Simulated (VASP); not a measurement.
The system is CdS.

```
Cd S
1.0
     4.16460    0.00000    0.00000
    -2.08230    3.60665    0.00000
     0.00000    0.00000    6.76601
Cd S
2 2
Direct
  0.33333 0.66667 0.99904
  0.66667 0.33333 0.49904
  0.33333 0.66667 0.37596
  0.66667 0.33333 0.87596
```

Base run:

* Program: VASP 6.6.1
* Functional: r2SCAN
* Potentials or basis: VASP PAW PBE potentials, release 64 (Cd, S)
* Cutoff: 520 eV
* k mesh: 6 × 6 × 4
* Occupations: gaussian, width 0.01 eV
* Spin: no spin polarisation

Its results: band gap on the k mesh 1.63 eV, direct; pressure 0.3 GPa.

Question: The run is repeated on the same cell with these changes: functional from r2SCAN to PBE. What comes out?

Answer: Band gap on the k mesh 1.17 eV, direct; pressure 1.7 GPa.

r2SCAN gives the wider gap, since meta-GGAs in the generalised Kohn-Sham scheme recover part of the derivative discontinuity.

Caveats: the PAW data sets were made with another functional, which shifts forces and pressure a little (some runs).

